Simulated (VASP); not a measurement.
Write the native input for VASP 6.6.1 that does the following.

| Property | Result |
| --- | --- |
| Task | single point |
| Functional | HSE06 |
| Potentials or basis | VASP PAW PBE potentials, release 64 (Ba_sv, Hf_pv, Zr_sv, O) |
| Cutoff | 520 eV |
| k mesh | 1 × 1 × 1 |
| Occupations | fermi-dirac, width 0.05 eV |
| Spin | no spin polarisation |
| Dipole correction | no |
| Grid for exact exchange (PRECFOCK) | Fast |
| Further INCAR settings | LREAL = Auto; ALGO = Normal; EDIFF = 1e-06; NBANDS = 180 |
| Share of exact exchange | 0.25 |
| Screening parameter | 0.2079 1/Å |

Ba4Hf3ZrO12:

```
Ba Hf Zr O
1.0
     8.32579    0.00000    0.00000
     0.00000    8.32579    0.00000
     0.00000    0.00000    8.32579
Ba Hf Zr O
8 6 2 24
Direct
  0.99905 0.00026 0.00033
  0.99897 0.99997 0.50040
  0.99900 0.50017 0.00031
  0.99898 0.50024 0.50018
  0.49896 0.00034 0.00011
  0.49895 0.00010 0.50036
  0.49907 0.50001 0.00051
  0.49918 0.50008 0.50022
  0.24907 0.25004 0.25059
  0.24905 0.25013 0.75060
  0.24905 0.75011 0.75053
  0.74909 0.25016 0.25058
  0.74908 0.75028 0.25044
  0.74895 0.75008 0.75040
  0.24917 0.75016 0.25048
  0.74907 0.25022 0.75042
  0.24911 0.24934 0.00076
  0.24955 0.25080 0.50073
  0.24871 0.75107 0.99972
  0.24945 0.74957 0.50128
  0.74941 0.25230 0.00131
  0.74927 0.24854 0.49978
  0.74942 0.74813 0.00042
  0.74889 0.75203 0.50041
  0.99930 0.25025 0.25092
  0.99999 0.25090 0.75084
  0.99847 0.75041 0.25104
  0.99907 0.74868 0.75005
  0.49932 0.25045 0.25076
  0.49837 0.24902 0.75130
  0.50005 0.75014 0.25023
  0.49911 0.75112 0.75072
  0.24968 0.00091 0.25127
  0.24831 0.00011 0.75013
  0.24970 0.49930 0.25007
  0.25025 0.50009 0.75154
  0.74953 0.00026 0.24866
  0.75031 0.99930 0.75218
  0.74959 0.50017 0.25263
  0.74801 0.50079 0.74833
```

These files were run (other wordings do the same):

POSCAR

```
Ba4Hf3ZrO12
1.0
    8.3257940000      0.0000000000      0.0000000000
    0.0000000000      8.3257940000      0.0000000000
    0.0000000000      0.0000000000      8.3257940000
Ba Hf Zr O
8 6 2 24
Direct
    0.9990530000      0.0002580000      0.0003330000
    0.9989730000      0.9999690000      0.5004030000
    0.9990030000      0.5001740000      0.0003120000
    0.9989780000      0.5002390000      0.5001770000
    0.4989640000      0.0003370000      0.0001130000
    0.4989500000      0.0000950000      0.5003590000
    0.4990680000      0.5000110000      0.0005090000
    0.4991830000      0.5000770000      0.5002210000
    0.2490670000      0.2500380000      0.2505870000
    0.2490490000      0.2501340000      0.7506050000
    0.2490510000      0.7501120000      0.7505260000
    0.7490880000      0.2501600000      0.2505760000
    0.7490800000      0.7502770000      0.2504350000
    0.7489490000      0.7500790000      0.7504040000
    0.2491680000      0.7501570000      0.2504790000
    0.7490660000      0.2502160000      0.7504240000
    0.2491130000      0.2493380000      0.0007640000
    0.2495500000      0.2507960000      0.5007320000
    0.2487090000      0.7510710000      0.9997170000
    0.2494480000      0.7495670000      0.5012810000
    0.7494130000      0.2523000000      0.0013100000
    0.7492660000      0.2485350000      0.4997810000
    0.7494210000      0.7481260000      0.0004240000
    0.7488930000      0.7520260000      0.5004130000
    0.9992980000      0.2502470000      0.2509200000
    0.9999900000      0.2509040000      0.7508380000
    0.9984720000      0.7504070000      0.2510400000
    0.9990680000      0.7486770000      0.7500530000
    0.4993220000      0.2504500000      0.2507610000
    0.4983660000      0.2490250000      0.7512960000
    0.5000510000      0.7501450000      0.2502350000
    0.4991060000      0.7511200000      0.7507250000
    0.2496800000      0.0009130000      0.2512680000
    0.2483110000      0.0001140000      0.7501270000
    0.2497040000      0.4993040000      0.2500710000
    0.2502510000      0.5000930000      0.7515400000
    0.7495290000      0.0002620000      0.2486610000
    0.7503140000      0.9993040000      0.7521790000
    0.7495910000      0.5001740000      0.2526340000
    0.7480090000      0.5007910000      0.7483290000
```

INCAR.step1

```
SYSTEM = Ba4Hf3ZrO12
PREC = Accurate
ENCUT = 520
EDIFF = 1E-5
ISMEAR = -1
SIGMA = 0.05
LREAL = Auto
LASPH = .True.
NELM = 100
ALGO = Normal
ISIF = 2
LWAVE = .True.
NBANDS = 180
GGA = PE
```

INCAR.step2

```
SYSTEM = Ba4Hf3ZrO12
PREC = Accurate
ENCUT = 520
EDIFF = 1E-6
ISMEAR = -1
SIGMA = 0.05
LREAL = Auto
LASPH = .True.
NELM = 100
ALGO = Normal
ISIF = 2
LWAVE = .False.
LCHARG = .True.
GGA = PE
LHFCALC = .True.
HFSCREEN = 0.2079
PRECFOCK = Fast
LELF = .True.
LVHAR = .True.
NBANDS = 180
ISTART = 1
```

KPOINTS

```
regular mesh
0
Gamma
  1 1 1
  0 0 0
```

Potentials or basis: VASP PAW PBE potentials, release 64 (Ba_sv, Hf_pv, Zr_sv, O).

Run with:

```console
$ cat potpaw_PBE.64/Ba_sv/POTCAR potpaw_PBE.64/Hf_pv/POTCAR potpaw_PBE.64/Zr_sv/POTCAR potpaw_PBE.64/O/POTCAR > POTCAR
$ cp INCAR.step1 INCAR
$ mpirun -np 1 vasp_gam > vasp.out
$ cp INCAR.step2 INCAR
$ mpirun -np 1 vasp_gam > vasp.out
```

Results of the run:

The pressure is 2.9 GPa and the largest force is 0.151 eV/Å. The band gap on the k mesh is 4.83 eV.

Caveat: the k points lie up to 0.75 Å⁻¹ apart; the PAW data sets were made with another functional, which shifts forces and pressure a little; spin-orbit coupling is left out, which moves the levels of the heavy elements; an odd mesh through Γ misses points on the zone boundary, where band edges can lie.

It took 8.7 min on 1 thread of Intel(R) Xeon(R) Platinum 8488C (Sapphire Rapids) (shared host), peak memory 0.85 GiB.
